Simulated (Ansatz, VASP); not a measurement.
**AlO6: VASP beside Ansatz**

```
Al O
1.0
     2.65849    1.53488    3.44570
    -2.65849    1.53488    3.44570
     0.00000   -3.06976    3.44570
Al O
1 6
Direct
  0.00000 0.00000 0.00000
  0.06909 0.55348 0.06909
  0.93091 0.44652 0.93091
  0.55348 0.06909 0.06909
  0.44652 0.93091 0.93091
  0.06909 0.06909 0.55348
  0.93091 0.93091 0.44652
```

Alike in both runs: functional PBE; k mesh 4 × 4 × 4; occupations gaussian, width 0.2 eV; no spin polarisation.

Ansatz relaxed the structure, and its values are those at the end. VASP's run is a single point on that final structure, the one shown.

```csv
,VASP,Ansatz
version,VASP 6.6.1,Ansatz 0.2.0
potentials or method,"VASP PAW PBE potentials, release 64 (Al, O), cutoff 520 eV","scalar-relativistic, plane waves, PAW"
valence electrons in the cell,39,39
```

VASP gave:

| Property | Result |
| --- | --- |
| gap on the k mesh at the Fermi level (eV) | none |
| pressure (GPa) | 1.3 |
| rms of the force components (eV/Å) | 0.211 |

Q: Estimate Ansatz's values.

A: gap on the k mesh at the Fermi level (eV): none; pressure (GPa): 0.5; rms of the force components (eV/Å): 0.020.

A gap of «none» marks a metal or a gap that the smearing closes.

The k mesh is coarse, so the values compare programs but aren't converged.
